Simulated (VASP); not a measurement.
Write the native input for VASP 6.6.1 that does the following.

```yaml
Task: single point
Functional: PBE
Potentials_or_basis: VASP PAW PBE potentials, release 64 (Ti_sv, Si)
Cutoff: 400 eV
k_mesh: 1 × 1 × 1, shifted
Occupations: fermi-dirac, width 0.05 eV
Spin: no spin polarisation
Dipole_correction: no
Mended: yes
Further_INCAR_settings: LREAL = Auto; ALGO = Normal; EDIFF = 1e-06; NBANDS = 75; ISYM = -1
```

The structure of TiSi2 lies in POSCAR:

```
TiSi2
1.0
    6.6632510000      0.2460850000     -0.0945350000
    0.2460850000      6.4484990000     -0.0081680000
   -0.0945350000     -0.0081680000      6.7432540000
Ti Si
6 12
Direct
    0.5111162585      0.3116428598      0.8761892811
    0.5038079453      0.7838654513      0.7338586233
    0.1584484439      0.4264693422      0.5281478831
    0.7511681300      0.8500737239      0.3728903110
    0.1493457630      0.0088079558      0.7381055712
    0.1135694618      0.7042595946      0.0674623381
    0.4290452607      0.9664557346      0.0869786017
    0.6376646975      0.4761615192      0.4991182179
    0.3424287856      0.7303362023      0.3695957310
    0.9010457939      0.5977801403      0.7468769577
    0.0589145568      0.0950634321      0.3203275400
    0.3384012276      0.3757834617      0.2096894406
    0.4232069977      0.0830088575      0.4821778758
    0.8067060697      0.9482677424      0.9522345457
    0.6849674489      0.6293025401      1.0543603342
    0.8132383571      0.1753073296      0.6251102803
    0.0685564168      0.3250707896      0.9551135341
    0.7257650997      0.2245350591      0.2224545014
```

The input as run:

INCAR

```
ALGO = Normal
EDIFF = 1E-6
ENCUT = 400
GGA = PE
GGA_COMPAT = F
ISIF = 2
ISMEAR = -1
ISYM = -1
LASPH = T
LCHARG = F
LREAL = Auto
LWAVE = F
NBANDS = 75
NELM = 120
PREC = Accurate
SIGMA = 0.05
```

KPOINTS

```
explicit points
1
Reciprocal
  0.25000000   0.25000000   0.25000000 1
```

Potentials or basis: VASP PAW PBE potentials, release 64 (Ti_sv, Si).

Run with:

```sh
$ cat potpaw_PBE.64/Ti_sv/POTCAR potpaw_PBE.64/Si/POTCAR > POTCAR
$ mpirun -np 1 vasp_std > vasp.out
```

It gave:

```
Pressure      : -5.2 GPa
Largest force : 1.472 eV/Å
```

Caveat: the atoms stand as in a frame of molecular dynamics.

It took 50 s on 1 thread of Intel(R) Xeon(R) Platinum 8259CL CPU @ 2.50GHz (Skylake/Cascade Lake), on a shared host, peak memory 0.28 GiB.
